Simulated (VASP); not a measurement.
La2O: single point with PBE

The system is La2O.

```xyz
6
Lattice="6.7110 0.0000 0.0000 0.0000 6.7110 0.0000 0.0000 0.0000 3.6790" Properties=species:S:1:pos:R:3 pbc="T T T"
La    5.4720    2.1165    1.8395
La    1.2390    4.5945    1.8395
La    4.5945    5.4720    1.8395
La    2.1165    1.2390    1.8395
O     0.0000    0.0000    1.8395
O     3.3555    3.3555    1.8395
```

```yaml
Program: VASP 6.6.1
Task: single point
Functional: PBE
Potentials_or_basis: VASP PAW PBE potentials, release 64 (La, O)
Cutoff: 520 eV
k_mesh: 4 × 4 × 4
Occupations: gaussian, width 0.1 eV
Spin: no spin polarisation
```

```json
{
 "Pressure": "0.1 GPa",
 "Largest force": "0.016 eV/Å",
 "Band gap on the k mesh": "zero (band 28 reaches 7.61 eV, above the bottom of band 29 at 7.28 eV)"
}
```

Forces in eV/Å, atoms in the order of the input:
```
La  -0.011 -0.011  0.000
La   0.011  0.011  0.000
La   0.011 -0.011  0.000
La  -0.011  0.011  0.000
O    0.000  0.000  0.000
O    0.000  0.000  0.000
```

Stress tensor (GPa, compression positive):
```
 0.24  0.00  0.00
 0.00  0.24  0.00
 0.00  0.00 -0.12
```

Levels at points of the mesh, in eV from the Fermi level:
| k point | band 24 | band 25 | band 26 | band 27 | band 28 | band 29 | band 30 | band 31 | band 32 | band 33 |
| --- | --- | --- | --- | --- | --- | --- | --- | --- | --- | --- |
| (0.00, 0.00, 0.00) | -3.30 | -2.49 | -0.96 | -0.36 | -0.36 | 0.24 | 0.41 | 0.47 | 0.47 | 1.11 |
| (0.50, 0.00, 0.00) | -3.51 | -1.67 | -1.67 | -0.64 | -0.64 | 0.18 | 0.18 | 1.28 | 1.28 | 1.41 |
| (0.50, 0.50, 0.00) | -3.51 | -1.14 | -1.14 | -0.60 | -0.60 | 0.03 | 0.03 | 0.35 | 0.35 | 1.50 |
| (0.00, 0.00, 0.50) | -3.38 | -1.99 | -0.84 | -0.69 | -0.69 | 0.78 | 0.79 | 0.83 | 0.83 | 1.31 |
| (0.50, 0.00, 0.50) | -4.18 | -1.34 | -1.34 | -0.32 | -0.32 | 0.50 | 0.50 | 1.17 | 1.17 | 1.51 |
| (0.50, 0.50, 0.50) | -3.46 | -0.95 | -0.95 | 0.23 | 0.23 | 0.61 | 0.61 | 0.78 | 0.78 | 0.82 |

Wall time 110 s on 1 thread of Intel(R) Xeon(R) Platinum 8488C (Sapphire Rapids) (shared host), peak memory 0.3 GiB.

Caveat: the k points lie up to 0.43 Å⁻¹ apart; spin-orbit coupling is left out, which moves the levels of the heavy elements.
